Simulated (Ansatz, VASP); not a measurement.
Ca: VASP beside Ansatz

INCAR

```
SYSTEM = Ca
PREC = Accurate
ENCUT = 520
EDIFF = 1E-6
ISMEAR = -1
SIGMA = 1.0
LREAL = .FALSE.
LASPH = .TRUE.
NELM = 80
ALGO = Normal
ISIF = 2
LWAVE = .FALSE.
LCHARG = .TRUE.
GGA = CA
LELF = .TRUE.
LVHAR = .TRUE.
NBANDS = 11
```

The input KPOINTS:

```
Automatic mesh
0
G
  10 10 10
  0 0 0
```

Contents of POSCAR:

```
Ca
1.0
    0.0000000000      2.6714532750      2.6714532750
    2.6714532750      0.0000000000      2.6714532750
    2.6714532750      2.6714532750      0.0000000000
Ca
1
Direct
    0.0000000000      0.0000000000      0.0000000000
```

Input for Ansatz:

```yaml
crystal:
  lattice:
    - [0.0, 2.671453275, 2.671453275]
    - [2.671453275, 0.0, 2.671453275]
    - [2.671453275, 2.671453275, 0.0]
  atoms:
    - { symbol: Ca, position: [0.0, 0.0, 0.0] }
hamiltonian:
  xc: lda
  pseudopotentials:
    kind: paw
    azcp:
      Ca: "pseudopotentials/Ca.paw.azcp"
basis:
  ecutwfc: 420
  fft_grid_basis: typed
kpoints:
  mp_grid: { grid: [10, 10, 10], shift: [0, 0, 0] }
magnetization:
  spin_polarized: false
scf:
  occupations: { method: fermi_dirac, width: 1.0 }
  lower_state_search: "off"
output:
  stress: true
```

Alike in both runs: task single point; functional LDA; k mesh 10 × 10 × 10; occupations fermi-dirac, width 1 eV; no spin polarisation.

|  | VASP | Ansatz |
| --- | --- | --- |
| version | VASP 6.6.1 | Ansatz 0.2.0 |
| potentials or method | VASP PAW LDA potentials, release 64 (Ca_sv), cutoff 520 eV | plane waves (420 eV) with PAW, scalar-relativistic |
| valence electrons in the cell | 10 | 10 |

```tsv
	VASP	Ansatz	Ansatz less VASP
pressure (GPa)	1.9	1.9	+0.01
```

Ansatz warns that its potentials were made for another functional, while VASP's fit it. LDA's correlation is that of Perdew and Zunger in VASP and of Perdew and Wang (1992) in Ansatz.
